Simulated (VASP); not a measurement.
# Be4OsPt2 (P6/mmm) in VASP: a series of runs, part 2 of 2

VASP 6.6.1.

## Step 3: Single point, PBE

This run uses another cell than the first one, of 13.72 Å³/atom, 1.080 times its volume.

Contents of INCAR:

```
SYSTEM = Be4OsPt2
ALGO     = Fast           ! electronic algorithm
EDIFF    = 1E-7           ! SCF threshold, eV
ENCUT    = 520            ! plane-wave cutoff, eV
GGA      = PE             ! functional
ISIF     = 2              ! what is computed and relaxed
ISMEAR   = 0              ! smearing method
LASPH    = .True.         ! aspherical terms in the spheres
LCHARG   = .True.         ! write CHGCAR
LELF     = .True.         ! ELF
LREAL    = .False.        ! projectors in reciprocal space
LVHAR    = .True.       
LWAVE    = .False.        ! write WAVECAR
NBANDS   = 27             ! bands
NELM     = 80             ! most SCF steps
PREC     = Accurate       ! precision mode
SIGMA    = 0.1            ! smearing width, eV
```

Contents of KPOINTS:

```
k-points
0
Gamma
  12 12 4
  0 0 0
```

Contents of POSCAR:

```
Be4OsPt2
1.0
    3.0829590488      0.0000000000      0.0000000000
   -1.5414795244      2.6699208550      0.0000000000
    0.0000000000      0.0000000000     11.6665578799
Be Os Pt
4 1 2
Direct
    0.3333333333      0.6666666667      0.0000000000
    0.6666666667      0.3333333333      0.0000000000
    0.0000000000      0.0000000000      0.6818121251
    0.0000000000      0.0000000000      0.3181878749
    0.0000000000      0.0000000000      0.5000000000
    0.0000000000      0.0000000000      0.8732903981
    0.0000000000      0.0000000000      0.1267096019
```

Potentials or basis: VASP PAW PBE potentials, release 64 (Be, Os, Pt).

The run is started by

```bash
$ cat potpaw_PBE.64/Be/POTCAR potpaw_PBE.64/Os/POTCAR potpaw_PBE.64/Pt/POTCAR > POTCAR
$ mpirun -np 1 vasp_std > vasp.out
```

OUTCAR:

```text
SYSTEM = Be4OsPt2
   EDIFF = 1E-7
   ENCUT = 520
   GGA = PE
   ISIF = 2
   ISMEAR = 0
   LASPH = .True.
   LREAL = .False.
   NELM = 80
   PREC = Accurate

 ion  position               nearest neighbor table
   1  0.333  0.667  0.000-   2 1.78   2 1.78   2 1.78   7 2.31   6 2.31   7 2.31   6 2.31   7 2.31
                             6 2.31
   2  0.667  0.333  0.000-   1 1.78   1 1.78   1 1.78   7 2.31   6 2.31   7 2.31   6 2.31   7 2.31
                             6 2.31
   3  0.000  0.000  0.682-   5 2.12   6 2.23
   4  0.000  0.000  0.318-   5 2.12   7 2.23
   5  0.000  0.000  0.500-   3 2.12   4 2.12
[... 935 lines left out ...]
  Total        0.0095022      0.0095022      0.0571778     -0.0000000     -0.0000000     -0.0000000
  in kB        0.1585348      0.1585348      0.9539582     -0.0000000     -0.0000000     -0.0000000
  external PRESSURE =       0.4236759 kB  Pullay stress =       0.0000000 kB

 VOLUME and BASIS-vectors are now :
 -----------------------------------------------------------------------------
  energy-cutoff  :      520.00
  volume of cell :       96.03
      direct lattice vectors                 reciprocal lattice vectors
     3.082959049  0.000000000  0.000000000     0.324363699  0.187271469  0.000000000
    -1.541479524  2.669920855  0.000000000     0.000000000  0.374542938  0.000000000
     0.000000000  0.000000000 11.666557880     0.000000000  0.000000000  0.085715085

 POSITION                                       TOTAL-FORCE (eV/Angst)
 -----------------------------------------------------------------------------------
     -0.00000      1.77995      0.00000        -0.000000     -0.000000      0.000000
      1.54148      0.88997      0.00000        -0.000000     -0.000000     -0.000000
      0.00000      0.00000      7.95440        -0.000000      0.000000      0.001547
      0.00000      0.00000      3.71216        -0.000000     -0.000000     -0.001547
      0.00000      0.00000      5.83328        -0.000000     -0.000000      0.000000
      0.00000      0.00000     10.18829        -0.000000     -0.000000     -0.001877
      0.00000      0.00000      1.47826         0.000000      0.000000      0.001877
 -----------------------------------------------------------------------------------
    total drift:                                0.000000      0.000000      0.000000

  FREE ENERGIE OF THE ION-ELECTRON SYSTEM (eV)
  ---------------------------------------------------
  free  energy   TOTEN  =       -34.8072117840 eV

  energy  without entropy=      -34.7875835556  energy(sigma->0) =      -34.79739767
```

OSZICAR:

```text
N       E                     dE             d eps       ncg     rms          rms(c)
DAV:   1     0.164224641882E+03    0.16422E+03   -0.16339E+04  3078   0.120E+03
DAV:   2    -0.292556930402E+02   -0.19348E+03   -0.17897E+03  3436   0.271E+02
DAV:   3    -0.405392996809E+02   -0.11284E+02   -0.10797E+02  3954   0.614E+01
DAV:   4    -0.407861230441E+02   -0.24682E+00   -0.24542E+00  3665   0.974E+00
DAV:   5    -0.407910340354E+02   -0.49110E-02   -0.49085E-02  3868   0.137E+00    0.232E+01
RMM:   6    -0.350817386487E+02    0.57093E+01   -0.24489E+01  3157   0.227E+01    0.476E+00
RMM:   7    -0.348552403687E+02    0.22650E+00   -0.17354E+00  3276   0.858E+00    0.315E+00
RMM:   8    -0.348827504146E+02   -0.27510E-01   -0.45314E-01  3564   0.349E+00    0.167E+00
RMM:   9    -0.348080680754E+02    0.74682E-01   -0.85486E-02  3286   0.195E+00    0.830E-01
RMM:  10    -0.348076348291E+02    0.43325E-03   -0.30756E-02  3551   0.810E-01    0.279E-01
RMM:  11    -0.348085687085E+02   -0.93388E-03   -0.45682E-03  3521   0.375E-01    0.264E-01
RMM:  12    -0.348074571327E+02    0.11116E-02   -0.13400E-03  3430   0.188E-01    0.122E-01
RMM:  13    -0.348072411781E+02    0.21595E-03   -0.34506E-04  3534   0.911E-02    0.618E-02
RMM:  14    -0.348072136838E+02    0.27494E-04   -0.89419E-05  3765   0.469E-02    0.190E-02
RMM:  15    -0.348072117703E+02    0.19134E-05   -0.14659E-05  3741   0.199E-02    0.857E-03
RMM:  16    -0.348072124578E+02   -0.68750E-06   -0.32552E-06  3685   0.956E-03    0.637E-03
RMM:  17    -0.348072118491E+02    0.60877E-06   -0.79491E-07  2927   0.390E-03    0.185E-03
RMM:  18    -0.348072117840E+02    0.65028E-07   -0.14167E-07  2301   0.220E-03
   1 F= -.34807212E+02 E0= -.34797398E+02  d E =-.196282E-01
```

stdout:

```text
POSCAR found type information on POSCAR BeOsPt
 POSCAR found :  3 types and       7 ions
 scaLAPACK will be used
 LDA part: xc-table for (Slater+PW92), standard interpolation
 POSCAR, INCAR and KPOINTS ok, starting setup
 FFT: planning ... GRIDC
 FFT: planning ... GRID_SOFT
 FFT: planning ... GRID
 WAVECAR not read
 entering main loop
```

It took 3.2 min on 1 thread of Intel Xeon Platinum 8259CL at 2.50GHz (Skylake/Cascade Lake), shared host; peak memory 0.32 GiB.

Results:

* Free energy: -34.8072 eV
* Pressure: 0.0 GPa
* Band gap on the k mesh: zero (band 18 reaches 6.93 eV, above the bottom of band 19 at 6.34 eV)

Caveat: spin-orbit coupling is left out, which moves the levels of the heavy elements.

## Step 4: Relaxation of cell and atoms, PBE

This run uses another cell than the first one, of 13.75 Å³/atom, 1.083 times its volume.

Contents of INCAR:

```
PREC = Accurate
ENCUT = 600
EDIFF = 1E-6
ISMEAR = 0
SIGMA = 0.1
LREAL = F
LASPH = T
NELM = 100
ALGO = Fast
ISIF = 3
LWAVE = F
LCHARG = F
GGA = PE
IBRION = 2
NSW = 100
EDIFFG = -0.01
```

Contents of KPOINTS:

```
regular mesh
0
Gamma
  12 12 4
```

Contents of POSCAR:

```
Be4OsPt2
1.0
    3.0864322610      0.0000000000      0.0000000000
   -1.5432161305      2.6729287451      0.0000000000
    0.0000000000      0.0000000000     11.6664363782
Be Os Pt
4 1 2
Direct
    0.3333333333      0.6666666667      0.0000000000
    0.6666666667      0.3333333333      0.0000000000
    0.0000000000      0.0000000000      0.6826137694
    0.0000000000      0.0000000000      0.3173862306
    0.0000000000      0.0000000000      0.5000000000
    0.0000000000      0.0000000000      0.8739193991
    0.0000000000      0.0000000000      0.1260806009
```

The run is started by

```bash
$ cat potpaw_PBE.64/Be/POTCAR potpaw_PBE.64/Os/POTCAR potpaw_PBE.64/Pt/POTCAR > POTCAR
$ mpirun -np 1 vasp_std > vasp.out
```

It took 11 min on 1 thread of Intel Xeon Platinum 8259CL at 2.50GHz (Skylake/Cascade Lake), shared host; peak memory 0.38 GiB.

The run converged. Its results:

```
Free energy                            : -34.8077 eV
Relaxed volume                         : 13.73 Å³/atom
Relaxed cell                           : a = 3.084 Å, b = 3.084 Å, c = 11.668 Å, α = 90.00°, β = 90.00°, γ = 120.00°
Space group after relaxing (to 0.05 Å) : P6/mmm (No. 191)
Energy gained by relaxing              : 0.2 meV/atom
Ionic steps                            : 6
Pressure after relaxing                : 0.0 GPa
Largest force after relaxing           : 0.004 eV/Å
Band gap on the k mesh                 : zero (band 18 reaches 6.92 eV, above the bottom of band 19 at 6.34 eV)
```

Forces in eV/Å, atoms in the order of the input:
```
Be   0.000  0.000  0.000
Be   0.000  0.000  0.000
Be   0.000  0.000  0.003
Be   0.000  0.000 -0.003
Os   0.000  0.000  0.000
Pt   0.000  0.000 -0.004
Pt   0.000  0.000  0.004
```

Step by step:
```
step  energy change (eV)  largest force (eV/Å)  pressure (GPa)  volume (Å³)
   1              0.0000                0.0812            0.10        96.25
   2             -0.0007                0.0460           -0.22        96.37
   3             -0.0007                0.0359           -0.30        96.41
   4             -0.0011                0.0096            0.02        96.15
   5             -0.0011                0.0090           -0.01        96.17
   6             -0.0011                0.0044           -0.01        96.13
```

Final structure:
```
CELL_PARAMETERS angstrom
3.08436 0.00000 0.00000
-1.54218 2.67113 0.00000
0.00000 0.00000 11.66848
ATOMIC_POSITIONS crystal
Be 0.33333 0.66667 0.00000
Be 0.66667 0.33333 0.00000
Be 0.00000 0.00000 0.68184
Be 0.00000 0.00000 0.31816
Os 0.00000 0.00000 0.50000
Pt 0.00000 0.00000 0.87337
Pt 0.00000 0.00000 0.12663
```

Levels at points of the mesh, in eV from the Fermi level:
| k point | band 15 | band 16 | band 17 | band 18 | band 19 | band 20 | band 21 | band 22 |
| --- | --- | --- | --- | --- | --- | --- | --- | --- |
| (0.00, 0.00, 0.00) | -3.07 | -2.50 | -0.97 | -0.97 | 0.12 | 0.12 | 0.73 | 3.66 |
| (0.50, 0.00, 0.00) | -1.99 | -1.68 | -0.49 | -0.22 | 0.11 | 0.61 | 1.68 | 1.79 |
| (0.00, 0.00, 0.50) | -3.07 | -1.39 | -0.97 | -0.97 | -0.12 | 0.12 | 0.12 | 3.66 |
| (0.50, 0.00, 0.50) | -2.12 | -1.99 | -0.50 | -0.07 | 0.01 | 0.57 | 1.72 | 1.76 |

Caveat: spin-orbit coupling is left out, which moves the levels of the heavy elements.

## Step 5: The runs side by side

```csv
task,cell,k mesh,cutoff (eV),gap on the mesh (eV),pressure (GPa)
single point,"a = 3.455, b = 3.455, c = 8.596 Å, angles 90.0, 90.0, 120.0°, 7 atoms",6 × 6 × 2,520,none,122.1
single point,"a = 3.083, b = 3.083, c = 11.667 Å, angles 90.0, 90.0, 120.0°, 7 atoms",12 × 12 × 4,520,none,0.0
relaxation of cell and atoms,"relaxed from a = 3.086, b = 3.086, c = 11.666 Å, angles 90.0, 90.0, 120.0°, 7 atoms",12 × 12 × 4,600,none,0.0
```

Alike in all rows: level PBE; potentials or basis VASP PAW PBE potentials, release 64 (Be, Os, Pt); no spin polarisation; smearing gaussian 0.1 eV.

Caveats: some runs use coarse meshes; spin-orbit coupling is left out, which moves the levels of the heavy elements; forces of over 1 eV/Å act on the atoms, so gaps and moduli don't describe the material at rest (some runs).

Total energies depend on the potentials used, so only differences within one code and one set of settings carry meaning.
